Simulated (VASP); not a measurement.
# Ir (Im-3m) in VASP: a series of runs

The runs below take Ir through relaxation of cell and atoms, with PBE.

Everything below comes from runs of VASP 6.6.1. Logs are shortened: lines on timing, memory, paths and dates and some standing lists are left out, and cuts for length are marked.

## (1) The cell of the first run

The structure is cubic, space group Im-3m (No. 229). Conventional cell: a = 2.850 Å, b = 2.850 Å, c = 2.850 Å, α = 90.00°, β = 90.00°, γ = 90.00°. Ir (site symmetry m-3m) has 14 Ir at 2.47 to 2.85 Å within 3.3 Å.

## (2) Relaxation of cell and atoms, PBE, target pressure 140 GPa, at which the enthalpy is minimised

File INCAR:

```
  PREC = Accurate
  ENCUT = 600
  EDIFF = 1E-6
  ISMEAR = -1
  SIGMA = 0.08
  LREAL = F
  LASPH = T
  NELM = 80
  ALGO = Normal
  ISIF = 3
  LWAVE = F
  LCHARG = F
  GGA = PE
  IBRION = 2
  NSW = 60
  EDIFFG = -0.005
  PSTRESS = 1400.0
```

File KPOINTS:

```
regular mesh
0
Gamma
  19 19 19
```

File POSCAR:

```
Ir
1.0
   -1.4249416790      1.4249416790      1.4249416790
    1.4249416790     -1.4249416790      1.4249416790
    1.4249416790      1.4249416790     -1.4249416790
Ir
1
Direct
    0.0000000000      0.0000000000      0.0000000000
```

Potentials or basis: VASP PAW PBE potentials, release 64 (Ir).

Run with:

```console
cat potpaw_PBE.64/Ir/POTCAR > POTCAR
mpirun -np 1 vasp_std > vasp.out
```

OUTCAR:

```text
PREC = Accurate
   ENCUT = 600
   EDIFF = 1E-6
   ISMEAR = -1
   LREAL = F
   LASPH = T
   NELM = 80
   ISIF = 3
   GGA = PE
   IBRION = 2
   NSW = 60
   EDIFFG = -0.005
   PSTRESS = 1400.0

 ion  position               nearest neighbor table
   1  0.000  0.000  0.000-

  LATTYP: Found a body centered cubic cell.
 ALAT       =     2.8498833580

  Lattice vectors:

 A1 = (  -1.4249416790,   1.4249416790,   1.4249416790)
 A2 = (   1.4249416790,  -1.4249416790,   1.4249416790)
 A3 = (   1.4249416790,   1.4249416790,  -1.4249416790)

Analysis of symmetry for initial positions (statically):
=====================================================================
 Subroutine PRICEL returns:
 Original cell was already a primitive cell.

 Routine SETGRP: Setting up the symmetry group for a
 body centered cubic supercell.

 Subroutine GETGRP returns: Found 48 space group operations
 (whereof 48 operations were pure point group operations)
 out of a pool of 48 trial point group operations.

The static configuration has the point symmetry O_h .

Analysis of symmetry for dynamics (positions and initial velocities):
=====================================================================
 Subroutine PRICEL returns:
 Original cell was already a primitive cell.

 Routine SETGRP: Setting up the symmetry group for a
 body centered cubic supercell.

 Subroutine GETGRP returns: Found 48 space group operations
 (whereof 48 operations were pure point group operations)
 out of a pool of 48 trial point group operations.

The dynamic configuration has the point symmetry O_h .

 Subroutine INISYM returns: Found 48 space group operations
 (whereof 48 operations are pure point group operations),
 and found     1 'primitive' translations

----------------------------------------------------------------------------------------

                                     Primitive cell

  volume of cell :      11.5731

  direct lattice vectors                    reciprocal lattice vectors
    -1.424941679  1.424941679  1.424941679     0.000000000  0.350891554  0.350891554
     1.424941679 -1.424941679  1.424941679     0.350891554  0.000000000  0.350891554
     1.424941679  1.424941679 -1.424941679     0.350891554  0.350891554  0.000000000

  length of vectors
     2.468071386  2.468071386  2.468071386     0.496235594  0.496235594  0.496235594

[... 101 lines left out ...]
  Thomas-Fermi vector in A             =   2.616314
   LORBIT       =      0    0 simple, 1 ext, 2 COOP (PROOUT), +10 PAW based schemes
   GGA     = PE    functional components
   LHFCALC =     F    Hartree Fock is set to
   AEXX    =    0.0000 exact exchange contribution
   IVDW    =     0    specifies the selected vdW correction
   LEPSILON=     F    determine dielectric tensor
   LRPA    =     F    only Hartree local field effects (RPA)
 conjugate gradient relaxation of ions
 non-spin polarized calculation
  energy-cutoff  :      600.00
  volume of cell :       11.57
 maximum number of plane-waves:       402
   NGX =  9   NGY =  9   NGZ =  9

--------------------------------------- Ionic step        1  -------------------------------------------

 number of electron       9.0000001 magnetization

 Free energy of the ion-electron system (eV)
  ---------------------------------------------------
  ext. energy  EPLUGINS =         0.00000000
  ---------------------------------------------------
  free energy    TOTEN  =        -6.91167888 eV

  energy without entropy =       -6.87524494  energy(sigma->0) =       -6.89346191

------------------------ aborting loop because EDIFF is reached ----------------------------------------

  FORCE on cell =-STRESS in cart. coord.  units (eV):
  Direction    XX          YY          ZZ          XY          YZ          ZX
  --------------------------------------------------------------------------------------
  -------------------------------------------------------------------------------------
  Total       11.3937030     11.3937030     11.3937030      0.0000000      0.0000000      0.0000000
  in kB     1577.3360103   1577.3360103   1577.3360103      0.0000000      0.0000000      0.0000000
  external PRESSURE =     177.3360103 kB  Pullay stress =    1400.0000000 kB
[... 94 lines left out ...]
  energy  without entropy=       -7.0960968810  energy(sigma->0) =       -7.11487906

  enthalpy is  TOTEN    =         3.1892395696 eV   P V=       10.3229008100

[... ionic steps 4 to 10 ...]

--------------------------------------- Ionic step       11  -------------------------------------------

 number of electron       9.0000001 magnetization

------------------------ aborting loop because EDIFF is reached ----------------------------------------
[... 69 lines left out ...]
--------------------------------------- Ionic step       13  -------------------------------------------

 number of electron       9.0000001 magnetization

 Free energy of the ion-electron system (eV)
  ---------------------------------------------------
  ext. energy  EPLUGINS =         0.00000000
  ---------------------------------------------------
  free energy    TOTEN  =        -7.11541335 eV

  energy without entropy =       -7.07794703  energy(sigma->0) =       -7.09668019

 E-fermi :  13.5339     XC(G=0): -15.0727

 val. band max:       13.5311680663   @ k =   0.3158   0.1053   0.0000
 cond. band min:      13.5374457658   @ k =   0.2632   0.2632   0.1579
 fundamental gap:      0.0062776995
 Fermi energy:        13.5338867996

 k-point     1 :       0.0000    0.0000    0.0000
  band No.  band energies     occupation
      1       0.6833      2.00000
      2       8.6408      2.00000
      3       8.6408      2.00000
      4       8.6408      2.00000
      5      12.6793      1.99995
      6      12.6793      1.99995
      7      30.3751      0.00000
      8      30.3751      0.00000
[... 243 lines left out ...]
 k-point    24 :       0.3158    0.1053    0.0000
  band No.  band energies     occupation
      1       4.3024      2.00000
      2       6.5916      2.00000
      3       9.5694      2.00000
      4      12.2788      2.00000
      5      13.5312      1.01699
      6      15.8351      0.00000
      7      26.8674      0.00000
      8      28.6798      0.00000

 [... further k-points ...]

------------------------ aborting loop because EDIFF is reached ----------------------------------------

  FORCE on cell =-STRESS in cart. coord.  units (eV):
  Direction    XX          YY          ZZ          XY          YZ          ZX
  --------------------------------------------------------------------------------------
  -------------------------------------------------------------------------------------
  Total       10.3070007     10.3070007     10.3070007      0.0000000      0.0000000     -0.0000000
  in kB     1400.3338398   1400.3338398   1400.3338398      0.0000000      0.0000000     -0.0000000
  external PRESSURE =       0.3338398 kB  Pullay stress =    1400.0000000 kB
[... 20 lines left out ...]
  energy  without entropy=       -7.0779470264  energy(sigma->0) =       -7.09668019

  enthalpy is  TOTEN    =         3.1891301814 eV   P V=       10.3045435302

 reached required accuracy - stopping structural energy minimisation
```

OSZICAR:

```text
N       E                     dE             d eps       ncg     rms          rms(c)
DAV:   1     0.530801703151E+02    0.53080E+02   -0.51242E+03  3536   0.120E+03
DAV:   2    -0.668752605038E+01   -0.59768E+02   -0.58400E+02  3648   0.232E+02
[... 64 lines left out ...]
DAV:   1    -0.711468055720E+01   -0.36659E-03   -0.19484E-06  1784   0.245E-02    0.443E-03
DAV:   2    -0.711468047907E+01    0.78126E-07   -0.10285E-07  1784   0.635E-03
  12 F= 0.31891303E+01 E0= 0.32078615E+01  d E =-.202777E-06
       N       E                     dE             d eps       ncg     rms          rms(c)
DAV:   1    -0.711541360079E+01   -0.73304E-03   -0.80621E-06  4000   0.490E-02    0.845E-03
DAV:   2    -0.711541334877E+01    0.25202E-06   -0.30845E-07  1760   0.835E-03
  13 F= 0.31891302E+01 E0= 0.32078633E+01  d E =-.320474E-06
```

CONTCAR:

```text
Ir
   1.00000000000000
    -1.4338941883435306    1.4338941883435312    1.4338941883435312
     1.4338941883435306   -1.4338941883435312    1.4338941883435312
     1.4338941883435306    1.4338941883435312   -1.4338941883435312
  Ir
     1
Direct
     0.0000000000000000    0.0000000000000000    0.0000000000000000

  0.00000000E+00  0.00000000E+00  0.00000000E+00
```

Wall time 70 s (1 thread of Intel Xeon 6975P-C, shared host); peak memory 0.16 GiB.

What came out:

```yaml
Free_energy: -7.1154 eV
Relaxed_volume: 11.79 Å³/atom
Relaxed_cell: a = 2.484 Å, b = 2.484 Å, c = 2.484 Å, α = 109.47°, β = 109.47°, γ = 109.47°
Space_group_after_relaxing_to_0.05_Å: Im-3m (No. 229)
Energy_change_on_relaxing_the_enthalpy_is_what_falls: -203.7 meV/atom
Ionic_steps: 13
Pressure_after_relaxing: 140.0 GPa
```

Step by step:
| step | energy change (eV) | largest force (eV/Å) | pressure (GPa) | volume (Å³) |
| --- | --- | --- | --- | --- |
| 1 | 0.0000 | 0.0000 | 157.73 | 11.57 |
| 2 | -1.2169 | 0.0000 | 32.32 | 13.85 |
| 3 | -0.2220 | 0.0000 | 138.44 | 11.81 |
| 4 | -0.2046 | 0.0000 | 139.92 | 11.79 |
| 5 | -0.2008 | 0.0000 | 140.27 | 11.79 |
| 6 | -0.2011 | 0.0000 | 140.24 | 11.79 |
| 7 | -0.2023 | 0.0000 | 140.17 | 11.79 |
| 8 | -0.2023 | 0.0000 | 140.14 | 11.79 |
| 9 | -0.2024 | 0.0000 | 140.13 | 11.79 |
| 10 | -0.2025 | 0.0000 | 140.12 | 11.79 |
| 11 | -0.2026 | 0.0000 | 140.11 | 11.79 |
| 12 | -0.2030 | 0.0000 | 140.08 | 11.79 |
| 13 | -0.2037 | 0.0000 | 140.03 | 11.79 |

Final structure:
```
CELL_PARAMETERS angstrom
-1.43389 1.43389 1.43389
1.43389 -1.43389 1.43389
1.43389 1.43389 -1.43389
ATOMIC_POSITIONS crystal
Ir 0.00000 0.00000 0.00000
```

Levels at points of the mesh, in eV from the Fermi level:
```csv
k point,band 1,band 2,band 3,band 4,band 5,band 6,band 7,band 8
"(0.00, 0.00, 0.00)",-12.85,-4.89,-4.89,-4.89,-0.85,-0.85,16.84,16.84
```

Caveat: the cell is relaxed towards a set pressure, so the enthalpy falls and the energy may rise; spin-orbit coupling is left out, which moves the levels of the heavy elements.

## (3) Relaxation of cell and atoms, PBE, target pressure 140 GPa, at which the enthalpy is minimised

This run uses another cell than the first one, of 11.75 Å³/atom, 1.015 times its volume.

File INCAR:

```
SYSTEM = Ir
  PREC = Accurate
  ENCUT = 600
  EDIFF = 1E-6
  ISMEAR = -1
  SIGMA = 0.08
  LREAL = .False.
  LASPH = .True.
  NELM = 60
  ALGO = Normal
  ISIF = 3
  LWAVE = .False.
  LCHARG = .False.
  GGA = PE
  IBRION = 2
  NSW = 32
  EDIFFG = -0.005
  PSTRESS = 1400.0
```

File KPOINTS:

```
Automatic mesh
0
Gamma
  19 19 19
  0 0 0
```

File POSCAR:

```
Ir
1.0
   -1.4322610428      1.4322610428      1.4322610428
    1.4322610428     -1.4322610428      1.4322610428
    1.4322610428      1.4322610428     -1.4322610428
Ir
1
Direct
    0.0000000000      0.0000000000      0.0000000000
```

Potentials or basis: VASP PAW PBE potentials, release 64 (Ir).

Run with:

```console
cat potpaw_PBE.64/Ir/POTCAR > POTCAR
mpirun -np 1 vasp_std > vasp.out
```

It took 33 s on 1 thread of Intel Xeon 6975P-C, shared host; peak memory 0.15 GiB.

Results (log left out):

```yaml
Free_energy: -7.1159 eV
Relaxed_volume: 11.79 Å³/atom
Relaxed_cell: a = 2.484 Å, b = 2.484 Å, c = 2.484 Å, α = 109.47°, β = 109.47°, γ = 109.47°
Space_group_after_relaxing_to_0.05_Å: Im-3m (No. 229)
Energy_change_on_relaxing_the_enthalpy_is_what_falls: -36.1 meV/atom
Ionic_steps: 3
Pressure_after_relaxing: 140.0 GPa
```

Step by step:
| step | energy change (eV) | largest force (eV/Å) | pressure (GPa) | volume (Å³) |
| --- | --- | --- | --- | --- |
| 1 | 0.0000 | 0.0000 | 143.14 | 11.75 |
| 2 | -0.3175 | 0.0000 | 114.46 | 12.15 |
| 3 | -0.0361 | 0.0000 | 139.96 | 11.79 |

Final structure:
```cif
data_structure
_symmetry_space_group_name_H-M 'P 1'
_symmetry_Int_Tables_number 1
_cell_length_a 2.4836
_cell_length_b 2.4836
_cell_length_c 2.4836
_cell_angle_alpha 109.471
_cell_angle_beta 109.471
_cell_angle_gamma 109.471
_cell_volume 11.79
loop_
_atom_site_label
_atom_site_type_symbol
_atom_site_fract_x
_atom_site_fract_y
_atom_site_fract_z
_atom_site_occupancy
Ir1 Ir 0.00000 0.00000 0.00000 1
```

Levels at points of the mesh, in eV from the Fermi level:
| k point | band 2 | band 3 | band 4 | band 5 | band 6 | band 7 |
| --- | --- | --- | --- | --- | --- | --- |
| (0.00, 0.00, 0.00) | -4.89 | -4.89 | -4.89 | -0.85 | -0.85 | 16.84 |

Caveat: the cell is relaxed towards a set pressure, so the enthalpy falls and the energy may rise; spin-orbit coupling is left out, which moves the levels of the heavy elements.
